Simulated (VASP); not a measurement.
Write the native input for VASP 6.6.1 that does the following.

```yaml
Task: relaxation of cell and atoms
Functional: PBE
Potentials_or_basis: VASP PAW PBE potentials, release 64 (B)
Cutoff: 600 eV
k_mesh: 38 × 38 × 38
Occupations: gaussian, width 0.1 eV
Spin: no spin polarisation
Dipole_correction: no
Further_INCAR_settings: ALGO = Normal; EDIFF = 1e-06; IBRION = 2; EDIFFG = -0.01; NSW = 100; ISIF = 3
```

The structure of B lies in POSCAR:

```
B
1.0
   -1.5123564204      1.5123564204      0.8041897662
    1.5123564204     -1.5123564204      0.8041897662
    1.5123564204      1.5123564204     -0.8041897662
B
1
Direct
    0.5000000000      0.5000000000      0.0000000000
```

The cell was generated, and may not be a known phase.

The input as run:

INCAR

```
PREC = Accurate
ENCUT = 600
EDIFF = 1E-6
ISMEAR = 0
SIGMA = 0.1
LREAL = F
LASPH = T
NELM = 60
ALGO = Normal
ISIF = 3
LWAVE = F
LCHARG = F
GGA = PE
IBRION = 2
NSW = 100
EDIFFG = -0.01
```

KPOINTS

```
regular mesh
0
Gamma
  38 38 38
```

Potentials or basis: VASP PAW PBE potentials, release 64 (B).

Run with:

```console
$ cat potpaw_PBE.64/B/POTCAR > POTCAR
$ mpirun -np 1 vasp_std > vasp.out
```

It gave:

```
Relaxed volume                        : 6.93 Å³/atom
Relaxed cell                          : a = 2.221 Å, b = 2.221 Å, c = 2.221 Å, α = 97.66°, β = 97.66°, γ = 137.18°
Space group after relaxing (to 0.1 Å) : I4/mmm (No. 139)
Energy gained by relaxing             : 10.1 meV/atom
Ionic steps                           : 8
Pressure after relaxing               : 0.0 GPa
Band gap on the k mesh                : zero (an odd number of electrons rules out a gap without spin polarisation)
```

Run time: 2.8 min on 1 thread of Intel(R) Xeon(R) 6975P-C (Granite Rapids), on a shared host, peak memory 0.29 GiB.
